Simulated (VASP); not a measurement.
# MgS in VASP: settings compared, part 2 of 2

VASP 6.6.1. Earlier steps stand in the parts before.

## 5. Single point, r2SCAN (biaxial xy strain -5.4%)

File POSCAR:

```
MgS
1.0
    0.0000000000      2.4620765756      2.6015179370
    2.4620765756      0.0000000000      2.6015179370
    2.4620765756      2.4620765756      0.0000000000
Mg S
1 1
Direct
    0.0000000000      0.0000000000      0.0000000000
    0.5000000000      0.5000000000      0.5000000000
```

File INCAR.step1:

```
SYSTEM = MgS
ALGO     = Normal         ! electronic algorithm
EDIFF    = 1E-4           ! SCF threshold, eV
ENCUT    = 520            ! plane-wave cutoff, eV
GGA      = PE             ! functional
ISMEAR   = 0              ! smearing method
LASPH    = .True.         ! aspherical terms in the spheres
LCHARG   = .False.        ! write CHGCAR
LREAL    = .False.        ! projectors in reciprocal space
LWAVE    = .True.         ! write WAVECAR
NBANDS   = 11             ! bands
NELM     = 60             ! most SCF steps
PREC     = Accurate       ! precision mode
SIGMA    = 0.01           ! smearing width, eV
```

File INCAR.step2:

```
SYSTEM = MgS
ALGO     = Normal         ! electronic algorithm
EDIFF    = 1E-6           ! SCF threshold, eV
ENCUT    = 520            ! plane-wave cutoff, eV
ISIF     = 2              ! what is computed and relaxed
ISMEAR   = 0              ! smearing method
ISTART   = 1            
LASPH    = .True.         ! aspherical terms in the spheres
LCHARG   = .False.        ! write CHGCAR
LMIXTAU  = .True.       
LREAL    = .False.        ! projectors in reciprocal space
LWAVE    = .False.        ! write WAVECAR
METAGGA  = R2SCAN         ! meta-GGA
NBANDS   = 11             ! bands
NELM     = 60             ! most SCF steps
PREC     = Accurate       ! precision mode
SIGMA    = 0.01           ! smearing width, eV
```

File KPOINTS:

```
k-points
0
Gamma
  8 8 8
  0 0 0
```

Potentials or basis: VASP PAW PBE potentials, release 64 (Mg, S).

Started as:

```console
cat potpaw_PBE.64/Mg/POTCAR potpaw_PBE.64/S/POTCAR > POTCAR
cp INCAR.step1 INCAR
mpirun -np 1 vasp_std > vasp.out
cp INCAR.step2 INCAR
mpirun -np 1 vasp_std > vasp.out
```

OUTCAR:

```text
SYSTEM = MgS
   EDIFF = 1E-6
   ENCUT = 520
   ISIF = 2
   ISMEAR = 0
   ISTART = 1
   LASPH = .True.
   LREAL = .False.
   METAGGA = R2SCAN
   NELM = 60
   PREC = Accurate

 ion  position               nearest neighbor table
   1  0.000  0.000  0.000-   2 2.46   2 2.46   2 2.46   2 2.46   2 2.60   2 2.60
   2  0.500  0.500  0.500-   1 2.46   1 2.46   1 2.46   1 2.46   1 2.60   1 2.60

  LATTYP: Found a body centered tetragonal cell.
 ALAT       =     3.4819020848
 C/A-ratio  =     1.4943084978

  Lattice vectors:

[... 524 lines left out ...]

  FORCE on cell =-STRESS in cart. coord.  units (eV):
  Direction    XX          YY          ZZ          XY          YZ          ZX
  --------------------------------------------------------------------------------------
  -------------------------------------------------------------------------------------
  Total        2.8191873      2.8191873      0.9260044      0.0000000     -0.0000000      0.0000000
  in kB      143.2104057    143.2104057     47.0396069      0.0000000     -0.0000000      0.0000000
  external PRESSURE =     111.1534728 kB  Pullay stress =       0.0000000 kB

 VOLUME and BASIS-vectors are now :
 -----------------------------------------------------------------------------
  energy-cutoff  :      520.00
  volume of cell :       31.54
      direct lattice vectors                 reciprocal lattice vectors
     0.000000000  2.462076576  2.601517937    -0.203080605  0.203080605  0.192195484
     2.462076576  0.000000000  2.601517937     0.203080605 -0.203080605  0.192195484
     2.462076576  2.462076576  0.000000000     0.203080605  0.203080605 -0.192195484

 POSITION                                       TOTAL-FORCE (eV/Angst)
 -----------------------------------------------------------------------------------
      0.00000      0.00000      0.00000         0.000000      0.000000      0.000000
      2.46208      2.46208      2.60152        -0.000000     -0.000000      0.000000
 -----------------------------------------------------------------------------------
    total drift:                                0.000000      0.000000      0.000000

  FREE ENERGIE OF THE ION-ELECTRON SYSTEM (eV)
  ---------------------------------------------------
  free  energy   TOTEN  =       -15.3710286571 eV

  energy  without entropy=      -15.3710286571  energy(sigma->0) =      -15.37102866
```

Run time: 42 s. Hardware: 1 thread of Intel Xeon 6975P-C (Granite Rapids), shared host; peak memory 0.17 GiB.

What came out:

```
Free energy            : -15.3710 eV
Pressure               : 11.1 GPa
Band gap on the k mesh : 3.44 eV, indirect (least direct gap 5.41 eV)
```

Caveat: the cell differs from its parent crystal (biaxial xy strain -5.4%); the PAW data sets were made with another functional, which shifts forces and pressure a little. A k mesh can miss the band edges.

## 6. Single point, r2SCAN (uniaxial x strain +0.3%)

File POSCAR:

```
MgS
1.0
    0.0000000000      2.6015179370      2.6015179370
    2.6106232498      0.0000000000      2.6015179370
    2.6106232498      2.6015179370      0.0000000000
Mg S
1 1
Direct
    0.0000000000      0.0000000000      0.0000000000
    0.5000000000      0.5000000000      0.5000000000
```

File INCAR.step1:

```
ALGO = Normal
EDIFF = 1E-4
ENCUT = 520
GGA = PE
ISMEAR = 0
LASPH = T
LCHARG = F
LREAL = F
LWAVE = T
NBANDS = 11
NELM = 60
PREC = Accurate
SIGMA = 0.01
```

File INCAR.step2:

```
ALGO = Normal
EDIFF = 1E-6
ENCUT = 520
ISIF = 2
ISMEAR = 0
ISTART = 1
LASPH = T
LCHARG = F
LMIXTAU = T
LREAL = F
LWAVE = F
METAGGA = R2SCAN
NBANDS = 11
NELM = 60
PREC = Accurate
SIGMA = 0.01
```

File KPOINTS:

```
k-points
0
Gamma
  8 8 8
```

Potentials or basis: VASP PAW PBE potentials, release 64 (Mg, S).

Started as:

```console
cat potpaw_PBE.64/Mg/POTCAR potpaw_PBE.64/S/POTCAR > POTCAR
cp INCAR.step1 INCAR
mpirun -np 1 vasp_std > vasp.out
cp INCAR.step2 INCAR
mpirun -np 1 vasp_std > vasp.out
```

Wall time 49 s (1 thread of Intel Xeon 6975P-C (Granite Rapids), shared host); peak memory 0.17 GiB.

Results (log left out):

```yaml
Free_energy: -15.5100 eV
Pressure: -0.7 GPa
Band_gap_on_the_k_mesh: 3.41 eV, indirect (least direct gap 4.58 eV)
```

Stress tensor (GPa, compression positive):
```
-0.98  0.00  0.00
 0.00 -0.62  0.00
 0.00  0.00 -0.62
```

Levels at points of the mesh, in eV from the valence-band top:
```csv
k point,band 2,band 3,band 4,band 5,band 6,band 7
"(0.00, 0.00, 0.00)",-0.02,-0.02,0.00,4.58,8.50,8.54
"(0.50, 0.00, 0.00)",-4.87,-0.63,-0.62,5.20,7.47,7.51
"(0.50, 0.50, 0.00)",-4.26,-1.75,-1.72,3.41,4.92,13.11
"(0.00, 0.50, 0.50)",-4.27,-1.72,-1.72,3.43,4.93,13.07
```

Caveat: the cell differs from its parent crystal (uniaxial x strain +0.3%); the PAW data sets were made with another functional, which shifts forces and pressure a little. A k mesh can miss the band edges.

## 7. The runs side by side

```tsv
level	cell	smearing	gap on the mesh (eV)	pressure (GPa)
PBE	a = 3.582, b = 3.582, c = 3.482 Å, angles 60.9, 60.9, 58.2°, 2 atoms	fermi-dirac 0.02 eV	2.79	12.3
PBE	a = 3.679, b = 3.686, c = 3.686 Å, angles 59.9, 60.1, 60.1°, 2 atoms	fermi-dirac 0.02 eV	2.75	0.6
PBE	a = 3.558 Å, angles 62.3°, 2 atoms	fermi-dirac 0.02 eV	2.52	5.3
r2SCAN	a = 3.582, b = 3.582, c = 3.482 Å, angles 60.9, 60.9, 58.2°, 2 atoms	gaussian 0.01 eV	3.44	11.1
r2SCAN	a = 3.679, b = 3.686, c = 3.686 Å, angles 59.9, 60.1, 60.1°, 2 atoms	gaussian 0.01 eV	3.41	-0.7
```

Alike in all rows: task single point; potentials or basis VASP PAW PBE potentials, release 64 (Mg, S); no spin polarisation; k mesh 8 × 8 × 8; cutoff (eV) 520.

Caveats: the PAW data sets were made with another functional, which shifts forces and pressure a little (some runs).

Absolute energies hang on the potentials; compare differences alone.
